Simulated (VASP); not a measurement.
# NbSi (Pm-3m) in VASP: notebook

The runs below take NbSi through relaxation of cell and atoms, single point, with r2SCAN, r2SCAN+U, PBE.

Everything below comes from runs of VASP 6.6.1. Logs are shortened: lines on timing, memory, paths and dates and some standing lists are left out, and cuts for length are marked.

### Step 1. The cell of the first run

The structure is cubic, space group Pm-3m (No. 221). The conventional cell has a = 3.156 Å, b = 3.156 Å, c = 3.156 Å, α = 90.00°, β = 90.00°, γ = 90.00°. Within 3.6 Å of Nb (site symmetry m-3m) lie 8 Si at 2.73 Å and 6 Nb at 3.16 Å. Si (site symmetry m-3m) has 8 Nb at 2.73 Å and 6 Si at 3.16 Å within 3.6 Å.

### Step 2. Relaxation of cell and atoms, r2SCAN

Input file POSCAR:

```
NbSi
1.0
    3.1564400000      0.0000000000      0.0000000000
    0.0000000000      3.1564400000      0.0000000000
    0.0000000000      0.0000000000      3.1564400000
Nb Si
1 1
Direct
    0.0000000000      0.0000000000      0.0000000000
    0.5000000000      0.5000000000      0.5000000000
```

Input file INCAR.step1:

```
ALGO     = Normal         # electronic algorithm
EDIFF    = 1E-4           # SCF threshold, eV
ENCUT    = 600            # plane-wave cutoff, eV
GGA      = PE             # functional
ISMEAR   = -1             # smearing method
LASPH    = T              # aspherical terms in the spheres
LCHARG   = F              # write CHGCAR
LREAL    = F              # projectors in reciprocal space
LWAVE    = T              # write WAVECAR
NELM     = 60             # most SCF steps
PREC     = Accurate       # precision mode
SIGMA    = 0.05           # smearing width, eV
```

Input file INCAR.step2:

```
ALGO     = Normal         # electronic algorithm
EDIFF    = 1E-6           # SCF threshold, eV
EDIFFG   = -0.01          # ionic threshold
ENCUT    = 600            # plane-wave cutoff, eV
IBRION   = 2              # ionic algorithm
ISIF     = 3              # what is computed and relaxed
ISMEAR   = -1             # smearing method
ISTART   = 1            
LASPH    = T              # aspherical terms in the spheres
LCHARG   = F              # write CHGCAR
LMIXTAU  = T            
LREAL    = F              # projectors in reciprocal space
LWAVE    = F              # write WAVECAR
METAGGA  = R2SCAN         # meta-GGA
NELM     = 60             # most SCF steps
NSW      = 60             # ionic steps
PREC     = Accurate       # precision mode
SIGMA    = 0.05           # smearing width, eV
```

Input file KPOINTS:

```
k-points
0
Gamma
  8 8 8
```

Potentials or basis: VASP PAW PBE potentials, release 64 (Nb_sv, Si).

Started as:

```
> cat potpaw_PBE.64/Nb_sv/POTCAR potpaw_PBE.64/Si/POTCAR > POTCAR
> cp INCAR.step1 INCAR
> mpirun -np 1 vasp_std > vasp.out
> cp INCAR.step2 INCAR
> mpirun -np 1 vasp_std > vasp.out
```

OUTCAR:

```text
EDIFF = 1E-6
   EDIFFG = -0.01
   ENCUT = 600
   IBRION = 2
   ISIF = 3
   ISMEAR = -1
   ISTART = 1
   LASPH = T
   LREAL = F
   METAGGA = R2SCAN
   NELM = 60
   NSW = 60
   PREC = Accurate

 ion  position               nearest neighbor table
   1  0.000  0.000  0.000-   2 2.73   2 2.73   2 2.73   2 2.73   2 2.73   2 2.73   2 2.73   2 2.73

   2  0.500  0.500  0.500-   1 2.73   1 2.73   1 2.73   1 2.73   1 2.73   1 2.73   1 2.73   1 2.73

  LATTYP: Found a simple cubic cell.
 ALAT       =     3.1564400000

  Lattice vectors:

 A1 = (   3.1564400000,   0.0000000000,   0.0000000000)
 A2 = (   0.0000000000,   3.1564400000,   0.0000000000)
 A3 = (   0.0000000000,   0.0000000000,   3.1564400000)

Analysis of symmetry for initial positions (statically):
=====================================================================
 Subroutine PRICEL returns:
 Original cell was already a primitive cell.

 Routine SETGRP: Setting up the symmetry group for a
 simple cubic supercell.

 Subroutine GETGRP returns: Found 48 space group operations
 (whereof 48 operations were pure point group operations)
 out of a pool of 48 trial point group operations.

The static configuration has the point symmetry O_h .

Analysis of symmetry for dynamics (positions and initial velocities):
=====================================================================
 Subroutine PRICEL returns:
 Original cell was already a primitive cell.

 Routine SETGRP: Setting up the symmetry group for a
 simple cubic supercell.

 Subroutine GETGRP returns: Found 48 space group operations
 (whereof 48 operations were pure point group operations)
 out of a pool of 48 trial point group operations.

The dynamic configuration has the point symmetry O_h .

 Subroutine INISYM returns: Found 48 space group operations
 (whereof 48 operations are pure point group operations),
 and found     1 'primitive' translations

----------------------------------------------------------------------------------------

                                     Primitive cell

  volume of cell :      31.4480

  direct lattice vectors                    reciprocal lattice vectors
[... 97 lines left out ...]
   PSTRESS=    0.0 pullay stress
   NELECT =      17.0000    total number of electrons
   NUPDOWN=      -1.0000    fix difference up-down
   EMIN   =  10.00;   EMAX   =-10.00  energy-range for DOS
   EFERMI =   0.00;   METHOD = LEGACY
   ISMEAR =    -1;   SIGMA  =   0.05  broadening in eV -4-tet -1-fermi 0-gaus
   EFERMI_NEDOS =   21; number of points for ismear=-14 and -15
   IALGO  =     38    algorithm
   IMIX   =      4    mixing-type and parameters
     AMIX     =   0.40;   BMIX     =  1.00
     AMIX_MAG =   1.60;   BMIX_MAG =  1.00
  volume/ion in A,a.u.               =      15.72       106.11
  Fermi-wavevector in a.u.,A,eV,Ry     =   1.333604  2.520146 24.197961  1.778500
  Thomas-Fermi vector in A             =   2.462450
   LORBIT       =      0    0 simple, 1 ext, 2 COOP (PROOUT), +10 PAW based schemes
   METAGGA = R2SCAN    functional components
   LHFCALC =     F    Hartree Fock is set to
   AEXX    =    0.0000 exact exchange contribution
   IVDW    =     0    specifies the selected vdW correction
   LEPSILON=     F    determine dielectric tensor
   LRPA    =     F    only Hartree local field effects (RPA)
 conjugate gradient relaxation of ions
 non-spin polarized calculation
  energy-cutoff  :      600.00
  volume of cell :       31.45
 maximum number of plane-waves:      1064
 NGX is ok and might be reduce to    28
   NGX = 13   NGY = 13   NGZ = 13

--------------------------------------- Ionic step        1  -------------------------------------------

 number of electron      17.0000000 magnetization

 Free energy of the ion-electron system (eV)
  ---------------------------------------------------
  ext. energy  EPLUGINS =         0.00000000
  ---------------------------------------------------
  free energy    TOTEN  =       -33.90156947 eV

  energy without entropy =      -33.88453230  energy(sigma->0) =      -33.89305089

------------------------ aborting loop because EDIFF is reached ----------------------------------------

  FORCE on cell =-STRESS in cart. coord.  units (eV):
  Direction    XX          YY          ZZ          XY          YZ          ZX
  --------------------------------------------------------------------------------------
  -------------------------------------------------------------------------------------
  Total       -0.4302794     -0.4302794     -0.4302794      0.0000000      0.0000000      0.0000000
  in kB      -21.9214142    -21.9214142    -21.9214142      0.0000000      0.0000000      0.0000000
  external PRESSURE =     -21.9214142 kB  Pullay stress =       0.0000000 kB
[... 59 lines left out ...]
--------------------------------------- Ionic step        3  -------------------------------------------

 number of electron      17.0000001 magnetization

 Free energy of the ion-electron system (eV)
  ---------------------------------------------------
  ext. energy  EPLUGINS =         0.00000000
  ---------------------------------------------------
  free energy    TOTEN  =       -33.90428902 eV

  energy without entropy =      -33.88736844  energy(sigma->0) =      -33.89582873

 E-fermi :  11.3400     XC(G=0): -13.1120

 val. band max:       11.3288161495   @ k =   0.2500   0.1250   0.0000
 cond. band min:      11.3548718094   @ k =   0.5000   0.2500   0.1250
 fundamental gap:      0.0260556599
 Fermi energy:        11.3400291208

 k-point     1 :       0.0000    0.0000    0.0000
  band No.  band energies     occupation
      1     -45.0915      2.00000
      2     -20.2822      2.00000
      3     -20.2822      2.00000
      4     -20.2822      2.00000
      5      -0.4952      2.00000
      6       8.4297      2.00000
      7       8.4297      2.00000
      8      13.8248      0.00000
      9      13.8248      0.00000
     10      13.8257      0.00000
     11      13.9511      0.00000
     12      13.9511      0.00000
[... 331 lines left out ...]
 k-point    24 :       0.5000    0.3750    0.1250
  band No.  band energies     occupation
      1     -45.0090      2.00000
      2     -20.6968      2.00000
      3     -20.6201      2.00000
      4     -20.2640      2.00000
      5       3.0572      2.00000
      6       6.9925      2.00000
      7       7.7722      2.00000
      8      10.0081      2.00000
      9      11.9578      0.00001
     10      12.2271      0.00000
     11      14.4072      0.00000
     12      15.7239      0.00000

 [... further k-points ...]
[... 5 lines left out ...]
  --------------------------------------------------------------------------------------
  -------------------------------------------------------------------------------------
  Total        0.0074995      0.0074995      0.0074995     -0.0000000      0.0000000      0.0000000
  in kB        0.3869276      0.3869276      0.3869276     -0.0000000      0.0000000      0.0000000
  external PRESSURE =       0.3869276 kB  Pullay stress =       0.0000000 kB
[... 17 lines left out ...]
  FREE ENERGIE OF THE ION-ELECTRON SYSTEM (eV)
  ---------------------------------------------------
  free  energy   TOTEN  =       -33.9042890241 eV

  energy  without entropy=      -33.8873684405  energy(sigma->0) =      -33.89582873

 reached required accuracy - stopping structural energy minimisation
```

OUTCAR.step1:

```text
EDIFF = 1E-4
   ENCUT = 600
   GGA = PE
   ISMEAR = -1
   LASPH = T
   LREAL = F
[... 580 lines left out ...]
 -----------------------------------------------------------------------------------
      0.00000      0.00000      0.00000         0.000000      0.000000      0.000000
      1.57822      1.57822      1.57822         0.000000      0.000000      0.000000
 -----------------------------------------------------------------------------------
    total drift:                               -0.000000     -0.000000     -0.000000

  FREE ENERGIE OF THE ION-ELECTRON SYSTEM (eV)
  ---------------------------------------------------
  free  energy   TOTEN  =       -16.0236008519 eV

  energy  without entropy=      -16.0038856493  energy(sigma->0) =      -16.01374325
```

It took 5.4 min on 1 thread of AMD EPYC 7R13, shared host; peak memory 0.15 GiB.

Results:

```yaml
Free_energy: -33.9043 eV
Relaxed_volume: 15.53 Å³/atom
Relaxed_cell: a = 3.143 Å, b = 3.143 Å, c = 3.143 Å, α = 90.00°, β = 90.00°, γ = 90.00°
Space_group_after_relaxing_to_0.05_Å: Pm-3m (No. 221)
Energy_gained_by_relaxing: 1.4 meV/atom
Ionic_steps: 3
Pressure_after_relaxing: 0.0 GPa
```

Step by step:
```
step  energy change (eV)  largest force (eV/Å)  pressure (GPa)  volume (Å³)
   1              0.0000                0.0000           -2.19        31.45
   2              0.0035                0.0000            3.56        30.48
   3             -0.0027                0.0000            0.04        31.05
```

Final structure:
```xyz
2
Lattice="3.1432 0.0000 0.0000 0.0000 3.1432 0.0000 0.0000 0.0000 3.1432" Properties=species:S:1:pos:R:3 pbc="T T T"
Nb    0.0000    0.0000    0.0000
Si    1.5716    1.5716    1.5716
```

Levels at points of the mesh, in eV from the Fermi level:
| k point | band 5 | band 6 | band 7 | band 8 | band 9 | band 10 | band 11 | band 12 |
| --- | --- | --- | --- | --- | --- | --- | --- | --- |
| (0.00, 0.00, 0.00) | -11.84 | -2.91 | -2.91 | 2.48 | 2.48 | 2.49 | 2.61 | 2.61 |
| (0.50, 0.00, 0.00) | -8.51 | -6.80 | -1.65 | -1.11 | -1.11 | 2.99 | 4.47 | 5.51 |
| (0.50, 0.50, 0.00) | -8.49 | -3.23 | -3.23 | -2.36 | 0.39 | 0.39 | 4.43 | 5.03 |
| (0.50, 0.50, 0.50) | -5.50 | -5.50 | -5.50 | -3.94 | 4.00 | 4.00 | 4.00 | 4.58 |

Caveat: the PAW data sets were made with another functional, which shifts forces and pressure a little.

### Step 3. Single point, r2SCAN, non-collinear spin, zero start, spin-orbit coupling

POSCAR is that of step 2.

Input file INCAR.step1:

```
ALGO     = Normal         # electronic algorithm
EDIFF    = 1E-4           # SCF threshold, eV
ENCUT    = 520            # plane-wave cutoff, eV
GGA      = PE             # functional
GGA_COMPAT= False        
ISMEAR   = -1             # smearing method
LASPH    = True           # aspherical terms in the spheres
LCHARG   = False          # write CHGCAR
LMAXMIX  = 4              # l up to which the mixer works
LNONCOLLINEAR= True           # non-collinear magnetism
LREAL    = False          # projectors in reciprocal space
LSORBIT  = True           # spin-orbit coupling
LWAVE    = True           # write WAVECAR
MAGMOM   = 0 0 0 0 0 0    # initial moments
NBANDS   = 29             # bands
NELM     = 150            # most SCF steps
PREC     = Accurate       # precision mode
SIGMA    = 0.05           # smearing width, eV
```

Input file INCAR.step2:

```
ALGO     = Normal         # electronic algorithm
EDIFF    = 1E-6           # SCF threshold, eV
ENCUT    = 520            # plane-wave cutoff, eV
GGA_COMPAT= False        
ISIF     = 2              # what is computed and relaxed
ISMEAR   = -1             # smearing method
ISTART   = 1            
LASPH    = True           # aspherical terms in the spheres
LCHARG   = False          # write CHGCAR
LMAXMIX  = 4              # l up to which the mixer works
LMIXTAU  = True         
LNONCOLLINEAR= True           # non-collinear magnetism
LORBIT   = 11             # projections on sites
LORBMOM  = True         
LREAL    = False          # projectors in reciprocal space
LSORBIT  = True           # spin-orbit coupling
LWAVE    = False          # write WAVECAR
MAGMOM   = 0 0 0 0 0 0    # initial moments
METAGGA  = R2SCAN         # meta-GGA
NBANDS   = 29             # bands
NELM     = 150            # most SCF steps
PREC     = Accurate       # precision mode
SIGMA    = 0.05           # smearing width, eV
```

KPOINTS is that of step 2.

Potentials or basis: VASP PAW PBE potentials, release 64 (Nb_sv, Si).

Started as:

```
> cat potpaw_PBE.64/Nb_sv/POTCAR potpaw_PBE.64/Si/POTCAR > POTCAR
> cp INCAR.step1 INCAR
> mpirun -np 1 vasp_ncl > vasp.out
> cp INCAR.step2 INCAR
> mpirun -np 1 vasp_ncl > vasp.out
```

It took 9.4 min on 1 thread of AMD EPYC 7R13, shared host; peak memory 0.21 GiB.

It converged, with:

- Free energy: -33.9886 eV
- Pressure: -2.2 GPa
- Net moment: 0.00 μB per cell
- Valence electrons inside the program's atomic spheres: Nb 10.69; Si 1.66

Moments on the atoms (μB; x, y, z):
```
Nb  0.00 0.00 0.00
Si  0.00 0.00 0.00
```

Caveat: the PAW data sets were made with another functional, which shifts forces and pressure a little.

[end of part 1 of 3]
